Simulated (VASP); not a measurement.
Input of a VASP 6.6.1 run:

File POSCAR:

```
Li2S
1.0
    0.0000000000      2.8452942165      2.8452942165
    2.8452942165      0.0000000000      2.8452942165
    2.8452942165      2.8452942165      0.0000000000
S Li
1 2
Direct
    0.0000000000      0.0000000000      0.0000000000
    0.2500000000      0.2500000000      0.2500000000
    0.7500000000      0.7500000000      0.7500000000
```

The input INCAR.step1:

```
PREC     = Accurate       # precision mode
ENCUT    = 650            # plane-wave cutoff, eV
EDIFF    = 1E-5           # SCF threshold, eV
ISMEAR   = 0              # smearing method
SIGMA    = 0.01           # smearing width, eV
LREAL    = False          # projectors in reciprocal space
LASPH    = True           # aspherical terms in the spheres
NELM     = 120            # most SCF steps
ALGO     = Normal         # electronic algorithm
ISIF     = 2              # what is computed and relaxed
LWAVE    = True           # write WAVECAR
LCHARG   = False          # write CHGCAR
NBANDS   = 13             # bands
GGA      = PE             # functional
GGA_COMPAT= False
```

INCAR.step2

```
PREC     = Accurate       # precision mode
ENCUT    = 650            # plane-wave cutoff, eV
EDIFF    = 1E-6           # SCF threshold, eV
ISMEAR   = 0              # smearing method
SIGMA    = 0.01           # smearing width, eV
LREAL    = False          # projectors in reciprocal space
LASPH    = True           # aspherical terms in the spheres
NELM     = 120            # most SCF steps
ALGO     = Normal         # electronic algorithm
ISIF     = 2              # what is computed and relaxed
LWAVE    = False          # write WAVECAR
LCHARG   = False          # write CHGCAR
GGA      = PE             # functional
LHFCALC  = True           # exact exchange
AEXX     = 0.2            # exact-exchange fraction
HFSCREEN = 0.1            # screening, 1/A
PRECFOCK = Normal       
NBANDS   = 13             # bands
ISTART   = 1            
GGA_COMPAT= False
```

Contents of KPOINTS:

```
regular mesh
0
Gamma
  4 4 4
```

Potentials or basis: VASP PAW PBE potentials, release 64 (S, Li_sv).

Command:

```sh
$ cat potpaw_PBE.64/S/POTCAR potpaw_PBE.64/Li_sv/POTCAR > POTCAR
$ cp INCAR.step1 INCAR
$ mpirun -np 1 vasp_std > vasp.out
$ cp INCAR.step2 INCAR
$ mpirun -np 1 vasp_std > vasp.out
```

(1) Estimate the pressure.

(2) What does it give for the band gap on the k mesh?

## Answers

(1) -0.5 GPa.

(2) 4.41 eV, indirect (least direct gap 5.40 eV).

Caveat: the k points lie up to 0.48 Å⁻¹ apart; the PAW data sets were made with another functional, which shifts forces and pressure a little.
